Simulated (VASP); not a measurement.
Si7B:

```xyz
8
Lattice="3.7200 0.0000 0.0000 0.0000 3.7200 0.0000 0.0000 0.0000 10.5000" Properties=species:S:1:pos:R:3 pbc="T T T"
Si    0.0000    0.0000    5.2500
Si    0.0000    1.8600    3.9375
Si    1.8600    0.0000    6.5625
Si    0.0000    1.8600    9.3450
Si    1.8600    0.0000    1.1550
Si    1.8600    1.8600    7.9800
Si    1.8600    1.8600    2.5200
B     0.0000    0.0000    0.0000
```

```yaml
Program: VASP 6.6.1
Task: relaxation of cell and atoms
Functional: PBE
Potentials_or_basis: VASP PAW PBE potentials, release 64 (Si, B)
Cutoff: 600 eV
k_mesh: 4 × 4 × 2
Occupations: gaussian, width 0.2 eV
Spin: no spin polarisation
```

At the start: pressure 2.4 GPa; volume 18.16 Å³/atom.

**Question.** How do energy, volume and symmetry change on relaxing?

**Answer.** Over 9 steps the energy falls by 49.1 meV/atom and the volume is 18.39 Å³/atom (+1.2 %); space group P-4m2 (No. 115, to 0.1 Å) before and after.

The path:
```csv
step,energy change (eV),largest force (eV/Å),pressure (GPa),volume (Å³)
1,0.0000,1.6949,2.38,145.30
2,-0.2589,0.7042,-2.11,151.05
3,-0.2620,0.5842,-2.54,151.73
4,-0.3557,0.5954,0.02,147.06
5,-0.3566,0.6255,0.31,146.58
6,-0.3871,0.1687,0.26,146.34
7,-0.3887,0.2302,0.26,146.27
8,-0.3930,0.0863,-0.20,146.92
9,-0.3932,0.0489,-0.32,147.10
```

Final structure:
```
Si B
1.0
     3.69224    0.00000    0.00000
     0.00000    3.69224    0.00000
     0.00000    0.00000   10.79017
Si B
7 1
Direct
  0.00000 0.00000 0.50000
  0.00000 0.50000 0.36704
  0.50000 0.00000 0.63296
  0.00000 0.50000 0.90576
  0.50000 0.00000 0.09424
  0.50000 0.50000 0.76300
  0.50000 0.50000 0.23700
  0.00000 0.00000 0.00000
```

Caveat: the k points lie up to 0.43 Å⁻¹ apart in the final cell, too coarse for converged energies and pressures of a metal; the relaxation stopped at a loose force limit of 0.08 eV/Å, so its end isn't a converged minimum.
